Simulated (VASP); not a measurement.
# LiH (rocksalt type) in VASP: a series of runs

LiH (rocksalt type) is run at these levels: PBE; tasks: electric field gradients.

Everything below comes from runs of VASP 6.6.1. Logs are shortened: lines on timing, memory, paths and dates and some standing lists are left out, and cuts for length are marked.

### 1 The cell of the first run

The structure is orthorhombic, space group Immm (No. 71). Conventional cell: a = 2.819 Å, b = 2.848 Å, c = 4.007 Å, α = 90.00°, β = 90.00°, γ = 90.00°. Li (site symmetry mmm) has 6 H at 2.00 Å within 2.7 Å. H (site symmetry mmm) has 6 Li at 2.00 Å within 2.7 Å.

### 2 Electric field gradients, PBE (xy shear strain of -1 %)

INCAR

```
  PREC = Accurate
  ENCUT = 520
  EDIFF = 1E-8
  ISMEAR = -1
  SIGMA = 0.08
  LREAL = F
  LASPH = T
  NELM = 60
  ALGO = Normal
  ISIF = 2
  LWAVE = F
  LCHARG = F
  GGA = PE
  LEFG = T
  NBANDS = 9
```

KPOINTS

```
regular mesh
0
Gamma
  14 14 14
```

POSCAR

```
LiH
1.0
   -0.0100174624      2.0034924843      2.0034924843
    2.0034924843     -0.0100174624      2.0034924843
    1.9934750218      1.9934750218      0.0000000000
Li H
1 1
Direct
    0.0000000000      0.0000000000      0.0000000000
    0.5000000000      0.5000000000      0.5000000000
```

Potentials or basis: VASP PAW PBE potentials, release 64 (Li_sv, H).

The run is started by

```sh
> cat potpaw_PBE.64/Li_sv/POTCAR potpaw_PBE.64/H/POTCAR > POTCAR
> mpirun -np 1 vasp_std > vasp.out
```

OUTCAR:

```text
PREC = Accurate
   ENCUT = 520
   EDIFF = 1E-8
   ISMEAR = -1
   LREAL = F
   LASPH = T
   NELM = 60
   ISIF = 2
   GGA = PE

 ion  position               nearest neighbor table
   1  0.000  0.000  0.000-
   2  0.500  0.500  0.500-

  LATTYP: Found a body centered orthorhombic cell.
 ALAT       =     2.8191994121
 B/A-ratio  =     1.0100502513
 C/A-ratio  =     1.4213201632

  Lattice vectors:

 A1 = (   0.0100174624,  -2.0034924843,  -2.0034924843)
 A2 = (  -0.0100174625,   2.0034924842,  -2.0034924843)
 A3 = (   2.0034924843,  -0.0100174624,   2.0034924843)

Analysis of symmetry for initial positions (statically):
=====================================================================
 Subroutine PRICEL returns:
 Original cell was already a primitive cell.

 Routine SETGRP: Setting up the symmetry group for a
 body centered orthorhombic supercell.

 Subroutine GETGRP returns: Found  8 space group operations
 (whereof  8 operations were pure point group operations)
 out of a pool of  8 trial point group operations.

The static configuration has the point symmetry D_2h.

Analysis of symmetry for dynamics (positions and initial velocities):
=====================================================================
 Subroutine PRICEL returns:
 Original cell was already a primitive cell.

 Routine SETGRP: Setting up the symmetry group for a
 body centered orthorhombic supercell.

 Subroutine GETGRP returns: Found  8 space group operations
 (whereof  8 operations were pure point group operations)
 out of a pool of  8 trial point group operations.

The dynamic configuration has the point symmetry D_2h.

 Subroutine INISYM returns: Found  8 space group operations
 (whereof  8 operations are pure point group operations),
 and found     1 'primitive' translations

----------------------------------------------------------------------------------------

                                     Primitive cell

  volume of cell :      16.0836

  direct lattice vectors                    reciprocal lattice vectors
    -0.010017462  2.003492484  2.003492484    -0.248322588  0.248322588  0.249564200
     2.003492484 -0.010017462  2.003492484     0.248322588 -0.248322588  0.249564200
[... 126 lines left out ...]
  ---------------------------------------------------
  ext. energy  EPLUGINS =         0.00000000
  ---------------------------------------------------
  free energy    TOTEN  =        -6.12683428 eV

  energy without entropy =       -6.12683428  energy(sigma->0) =       -6.12683428

 E-fermi :   1.6097     XC(G=0):  -8.5154

 val. band max:        0.0972928052   @ k =   0.5000  -0.0000   0.5000
 cond. band min:       3.0750013291   @ k =   0.5000   0.5000   0.0000
 fundamental gap:      2.9777085239
 Fermi energy:         1.6096639362

 k-point     1 :       0.0000    0.0000    0.0000
  band No.  band energies     occupation
      1     -44.1928      2.00000
      2      -5.3409      2.00000
      3      16.2056      0.00000
      4      17.8556      0.00000
      5      17.9951      0.00000
      6      18.1455      0.00000
      7      22.5385      0.00000
      8      22.7211      0.00000
      9      22.8985      0.00000
[... 265 lines left out ...]
 k-point    24 :       0.2857    0.1429    0.0000
  band No.  band energies     occupation
      1     -44.1655      2.00000
      2      -4.0222      2.00000
      3      10.1121      0.00000
      4      13.2983      0.00000
      5      14.3198      0.00000
      6      17.8575      0.00000
      7      20.0280      0.00000
      8      23.8682      0.00000
      9      26.2286      0.00000

 [... further k-points ...]
[... 5 lines left out ...]
  --------------------------------------------------------------------------------------
  -------------------------------------------------------------------------------------
  Total       -0.0244736     -0.0244736     -0.0251763      0.0488393     -0.0000000     -0.0000000
  in kB       -2.4379559     -2.4379559     -2.5079542      4.8651686     -0.0000000     -0.0000000
  external PRESSURE =      -2.4612886 kB  Pullay stress =       0.0000000 kB

 VOLUME and BASIS-vectors are now :
 -----------------------------------------------------------------------------
  energy-cutoff  :      520.00
  volume of cell :       16.08
      direct lattice vectors                 reciprocal lattice vectors
    -0.010017462  2.003492484  2.003492484    -0.248322588  0.248322588  0.249564200
     2.003492484 -0.010017462  2.003492484     0.248322588 -0.248322588  0.249564200
     1.993475022  1.993475022  0.000000000     0.250818292  0.250818292 -0.249564200

 POSITION                                       TOTAL-FORCE (eV/Angst)
 -----------------------------------------------------------------------------------
      0.00000      0.00000      0.00000         0.000000      0.000000      0.000000
      1.99348      1.99348      2.00349        -0.000000     -0.000000      0.000000
 -----------------------------------------------------------------------------------
    total drift:                                0.000000     -0.000000     -0.000000

  FREE ENERGIE OF THE ION-ELECTRON SYSTEM (eV)
  ---------------------------------------------------
  free  energy   TOTEN  =        -6.1268342777 eV

  energy  without entropy=       -6.1268342775  energy(sigma->0) =       -6.12683428

 Electric field gradients (V/A^2)
---------------------------------------------------------------------
 ion       V_xx      V_yy      V_zz      V_xy      V_xz      V_yz
---------------------------------------------------------------------
   1       0.000     0.000    -0.000     0.033    -0.000    -0.000
   2      -0.000    -0.000     0.000    -0.041     0.000     0.000
---------------------------------------------------------------------

 Electric field gradients after diagonalization (V/A^2)
 (convention: |V_zz| > |V_xx| > |V_yy|)
----------------------------------------------------------------------
 ion       V_xx      V_yy      V_zz     asymmetry (V_yy - V_xx)/ V_zz
----------------------------------------------------------------------
   1      -0.033    -0.000     0.033       0.977
   2       0.041     0.000    -0.041       0.984
----------------------------------------------------------------------

           NMR quadrupolar parameters

 Cq : quadrupolar parameter    Cq=e*Q*V_zz/h
 eta: asymmetry parameters     (V_yy - V_xx)/ V_zz
 Q  : nuclear electric quadrupole moment in mb (millibarn)
----------------------------------------------------------------------
 ion       Cq(MHz)       eta       Q (mb)
----------------------------------------------------------------------
   1       0.000       0.977       1.000
   2      -0.000       0.984       1.000
----------------------------------------------------------------------
```

stdout:

```text
POSCAR found type information on POSCAR LiH
 POSCAR found :  2 types and       2 ions
 scaLAPACK will be used
 LDA part: xc-table for (Slater+PW92), standard interpolation
 POSCAR, INCAR and KPOINTS ok, starting setup
 FFT: planning ... GRIDC
 FFT: planning ... GRID_SOFT
 FFT: planning ... GRID
 WAVECAR not read
 entering main loop
ion   1

ion   2
```

Wall time 70 s (1 thread of Intel Xeon 8259CL, shared host); peak memory 0.18 GiB.

Results:

```yaml
Free_energy: -6.1268 eV
Band_gap_on_the_k_mesh: 2.98 eV, indirect (the least direct gap lies 0.5 meV higher)
```

Levels at points of the mesh, in eV from the valence-band top:
| k point | band 1 | band 2 | band 3 | band 4 | band 5 |
| --- | --- | --- | --- | --- | --- |
| (0.00, 0.00, 0.00) | -44.29 | -5.44 | 16.11 | 17.76 | 17.90 |
| (0.50, 0.00, 0.00) | -44.24 | -2.67 | 4.89 | 13.73 | 16.54 |
| (0.50, 0.50, 0.00) | -44.23 | 0.00 | 2.98 | 10.66 | 10.99 |
| (0.00, 0.00, 0.50) | -44.24 | -2.60 | 4.96 | 13.60 | 16.41 |
| (0.50, 0.00, 0.50) | -44.23 | 0.00 | 2.98 | 10.82 | 10.82 |

Caveat: the cell differs from its parent crystal (xy shear strain of -1 %); the cutoff is under 1.25 times the usual one of these potentials, so pressure, stress and relaxed cells hold a basis-set (Pulay) error; without QUAD_EFG the Cq values of the log hold for a quadrupole moment of 1 mb, not for the nuclei. A k mesh can miss the band edges.

### 3 Electric field gradients, PBE (xy shear strain of -1 %)

INCAR

```
SYSTEM = LiH
ALGO = Normal
EDIFF = 1E-8
ENCUT = 520
GGA = PE
ISIF = 2
ISMEAR = -1
LASPH = .TRUE.
LCHARG = .FALSE.
LEFG = .TRUE.
LREAL = .FALSE.
LWAVE = .FALSE.
NBANDS = 9
NELM = 60
PREC = Accurate
SIGMA = 0.08
```

KPOINTS

```
k-points
0
G
  14 14 14
  0 0 0
```

POSCAR is that of step 2.

Potentials or basis: VASP PAW PBE potentials, release 64 (Li_sv, H).

The run is started by

```sh
> cat potpaw_PBE.64/Li_sv/POTCAR potpaw_PBE.64/H/POTCAR > POTCAR
> mpirun -np 1 vasp_std > vasp.out
```

OUTCAR:

```text
SYSTEM = LiH
   EDIFF = 1E-8
   ENCUT = 520
   GGA = PE
   ISIF = 2
   ISMEAR = -1
   LASPH = .TRUE.
   LREAL = .FALSE.
   NELM = 60
   PREC = Accurate

 ion  position               nearest neighbor table
   1  0.000  0.000  0.000-
   2  0.500  0.500  0.500-

  LATTYP: Found a body centered orthorhombic cell.
 ALAT       =     2.8191994121
 B/A-ratio  =     1.0100502513
 C/A-ratio  =     1.4213201632

  Lattice vectors:

 A1 = (   0.0100174624,  -2.0034924843,  -2.0034924843)
 A2 = (  -0.0100174625,   2.0034924842,  -2.0034924843)
 A3 = (   2.0034924843,  -0.0100174624,   2.0034924843)

Analysis of symmetry for initial positions (statically):
=====================================================================
 Subroutine PRICEL returns:
 Original cell was already a primitive cell.

 Routine SETGRP: Setting up the symmetry group for a
 body centered orthorhombic supercell.

 Subroutine GETGRP returns: Found  8 space group operations
 (whereof  8 operations were pure point group operations)
 out of a pool of  8 trial point group operations.

The static configuration has the point symmetry D_2h.

Analysis of symmetry for dynamics (positions and initial velocities):
=====================================================================
 Subroutine PRICEL returns:
 Original cell was already a primitive cell.

 Routine SETGRP: Setting up the symmetry group for a
 body centered orthorhombic supercell.

 Subroutine GETGRP returns: Found  8 space group operations
 (whereof  8 operations were pure point group operations)
 out of a pool of  8 trial point group operations.

The dynamic configuration has the point symmetry D_2h.

 Subroutine INISYM returns: Found  8 space group operations
 (whereof  8 operations are pure point group operations),
 and found     1 'primitive' translations

----------------------------------------------------------------------------------------

                                     Primitive cell

  volume of cell :      16.0836

  direct lattice vectors                    reciprocal lattice vectors
    -0.010017462  2.003492484  2.003492484    -0.248322588  0.248322588  0.249564200
     2.003492484 -0.010017462  2.003492484     0.248322588 -0.248322588  0.249564200
     1.993475022  1.993475022  0.000000000     0.250818292  0.250818292 -0.249564200

  length of vectors
     2.833383952  2.833383952  2.819199412     0.430825377  0.430825377  0.433707184

  position of ions in fractional coordinates (direct lattice)
     0.000000000  0.000000000  0.000000000
     0.500000000  0.500000000  0.500000000

  ion indices of the primitive-cell ions
   primitive index   ion index
                 1           1
                 2           2

----------------------------------------------------------------------------------------

 KPOINTS: k-points

Automatic generation of k-mesh.
 Grid dimensions read from file:
 generate k-points for:   14   14   14
[... 71 lines left out ...]
   ISYM   =      2    0-nonsym 1-usesym 2-fastsym
   POTIM  = 0.5000    time-step for ionic-motion
   TEBEG  =    0.0;   TEEND  =   0.0 temperature during run
   PSTRESS=    0.0 pullay stress
   NELECT =       4.0000    total number of electrons
   NUPDOWN=      -1.0000    fix difference up-down
   EMIN   =  10.00;   EMAX   =-10.00  energy-range for DOS
   EFERMI =   0.00;   METHOD = LEGACY
   ISMEAR =    -1;   SIGMA  =   0.08  broadening in eV -4-tet -1-fermi 0-gaus
   EFERMI_NEDOS =   21; number of points for ismear=-14 and -15
   IALGO  =     38    algorithm
   IMIX   =      4    mixing-type and parameters
     AMIX     =   0.40;   BMIX     =  1.00
     AMIX_MAG =   1.60;   BMIX_MAG =  1.00
  volume/ion in A,a.u.               =       8.04        54.27
  Fermi-wavevector in a.u.,A,eV,Ry     =   1.029518  1.945507 14.420922  1.059908
  Thomas-Fermi vector in A             =   2.163570
   LORBIT       =      0    0 simple, 1 ext, 2 COOP (PROOUT), +10 PAW based schemes
   GGA     = PE    functional components
   LHFCALC =     F    Hartree Fock is set to
   AEXX    =    0.0000 exact exchange contribution
   IVDW    =     0    specifies the selected vdW correction
   LEPSILON=     F    determine dielectric tensor
   LRPA    =     F    only Hartree local field effects (RPA)
 non-spin polarized calculation
  energy-cutoff  :      520.00
  volume of cell :       16.08
 maximum number of plane-waves:       448
 NGX is ok and might be reduce to    24
   NGX = 11   NGY = 11   NGZ = 11

 number of electron       3.9999996 magnetization

 Free energy of the ion-electron system (eV)
  ---------------------------------------------------
  ext. energy  EPLUGINS =         0.00000000
  ---------------------------------------------------
  free energy    TOTEN  =        -6.12683428 eV

  energy without entropy =       -6.12683428  energy(sigma->0) =       -6.12683428

 E-fermi :   1.6097     XC(G=0):  -8.5154

 val. band max:        0.0972928052   @ k =   0.5000  -0.0000   0.5000
 cond. band min:       3.0750013291   @ k =   0.5000   0.5000   0.0000
 fundamental gap:      2.9777085239
 Fermi energy:         1.6096639362

 k-point     1 :       0.0000    0.0000    0.0000
  band No.  band energies     occupation
      1     -44.1928      2.00000
      2      -5.3409      2.00000
      3      16.2056      0.00000
      4      17.8556      0.00000
      5      17.9951      0.00000
      6      18.1455      0.00000
      7      22.5385      0.00000
      8      22.7211      0.00000
      9      22.8985      0.00000
[... 265 lines left out ...]
 k-point    24 :       0.2857    0.1429    0.0000
  band No.  band energies     occupation
      1     -44.1655      2.00000
      2      -4.0222      2.00000
      3      10.1121      0.00000
      4      13.2983      0.00000
      5      14.3198      0.00000
      6      17.8575      0.00000
      7      20.0280      0.00000
      8      23.8682      0.00000
      9      26.2286      0.00000

 [... further k-points ...]
[... 5 lines left out ...]
  --------------------------------------------------------------------------------------
  -------------------------------------------------------------------------------------
  Total       -0.0244736     -0.0244736     -0.0251763      0.0488393     -0.0000000     -0.0000000
  in kB       -2.4379559     -2.4379559     -2.5079542      4.8651686     -0.0000000     -0.0000000
  external PRESSURE =      -2.4612886 kB  Pullay stress =       0.0000000 kB

 VOLUME and BASIS-vectors are now :
 -----------------------------------------------------------------------------
  energy-cutoff  :      520.00
  volume of cell :       16.08
      direct lattice vectors                 reciprocal lattice vectors
    -0.010017462  2.003492484  2.003492484    -0.248322588  0.248322588  0.249564200
     2.003492484 -0.010017462  2.003492484     0.248322588 -0.248322588  0.249564200
     1.993475022  1.993475022  0.000000000     0.250818292  0.250818292 -0.249564200

 POSITION                                       TOTAL-FORCE (eV/Angst)
 -----------------------------------------------------------------------------------
      0.00000      0.00000      0.00000         0.000000      0.000000      0.000000
      1.99348      1.99348      2.00349        -0.000000     -0.000000      0.000000
 -----------------------------------------------------------------------------------
    total drift:                                0.000000     -0.000000     -0.000000

  FREE ENERGIE OF THE ION-ELECTRON SYSTEM (eV)
  ---------------------------------------------------
  free  energy   TOTEN  =        -6.1268342777 eV

  energy  without entropy=       -6.1268342775  energy(sigma->0) =       -6.12683428

 Electric field gradients (V/A^2)
---------------------------------------------------------------------
 ion       V_xx      V_yy      V_zz      V_xy      V_xz      V_yz
---------------------------------------------------------------------
   1       0.000     0.000    -0.000     0.033    -0.000    -0.000
   2      -0.000    -0.000     0.000    -0.041     0.000     0.000
---------------------------------------------------------------------

 Electric field gradients after diagonalization (V/A^2)
 (convention: |V_zz| > |V_xx| > |V_yy|)
----------------------------------------------------------------------
 ion       V_xx      V_yy      V_zz     asymmetry (V_yy - V_xx)/ V_zz
----------------------------------------------------------------------
   1      -0.033    -0.000     0.033       0.977
   2       0.041     0.000    -0.041       0.984
----------------------------------------------------------------------

           NMR quadrupolar parameters

 Cq : quadrupolar parameter    Cq=e*Q*V_zz/h
 eta: asymmetry parameters     (V_yy - V_xx)/ V_zz
 Q  : nuclear electric quadrupole moment in mb (millibarn)
----------------------------------------------------------------------
 ion       Cq(MHz)       eta       Q (mb)
----------------------------------------------------------------------
   1       0.000       0.977       1.000
   2      -0.000       0.984       1.000
----------------------------------------------------------------------
```

OSZICAR:

```text
N       E                     dE             d eps       ncg     rms          rms(c)
DAV:   1    -0.185656565391E+01   -0.18566E+01   -0.14273E+03  7880   0.404E+02
DAV:   2    -0.630672091245E+01   -0.44502E+01   -0.44272E+01 10857   0.537E+01
DAV:   3    -0.636897104414E+01   -0.62250E-01   -0.62225E-01  9485   0.520E+00
DAV:   4    -0.636946750617E+01   -0.49646E-03   -0.49638E-03 10667   0.307E-01
DAV:   5    -0.636946899557E+01   -0.14894E-05   -0.14893E-05  9517   0.144E-02    0.287E+00
DAV:   6    -0.618636368735E+01    0.18311E+00   -0.14865E-01  8567   0.120E+00    0.144E+00
DAV:   7    -0.612507975843E+01    0.61284E-01   -0.19202E-01  9057   0.154E+00    0.220E-01
DAV:   8    -0.612687146755E+01   -0.17917E-02   -0.43544E-03  9177   0.428E-01    0.433E-02
DAV:   9    -0.612683447787E+01    0.36990E-04   -0.15670E-04 10026   0.483E-02    0.661E-03
DAV:  10    -0.612683418864E+01    0.28924E-06   -0.64377E-06  8896   0.182E-02    0.242E-03
DAV:  11    -0.612683417600E+01    0.12639E-07   -0.19316E-07 11201   0.198E-03    0.471E-04
DAV:  12    -0.612683431767E+01   -0.14167E-06   -0.69883E-09  8729   0.619E-04    0.376E-04
DAV:  13    -0.612683428468E+01    0.32988E-07   -0.72858E-09  5496   0.385E-04    0.290E-05
DAV:  14    -0.612683427766E+01    0.70207E-08   -0.31204E-10  4413   0.136E-04
   1 F= -.61268343E+01 E0= -.61268343E+01  d E =-.188283E-09
```

Run time: 77 s. Hardware: 1 thread of Intel Xeon 8259CL, shared host; peak memory 0.18 GiB.

What came out:

| Item | Value |
| --- | --- |
| Free energy | -6.1268 eV |
| Band gap on the k mesh | 2.98 eV, indirect (the least direct gap lies 0.5 meV higher) |

Caveat: the cell differs from its parent crystal (xy shear strain of -1 %); the cutoff is under 1.25 times the usual one of these potentials, so pressure, stress and relaxed cells hold a basis-set (Pulay) error; without QUAD_EFG the Cq values of the log hold for a quadrupole moment of 1 mb, not for the nuclei.

[end of part 1 of 3]
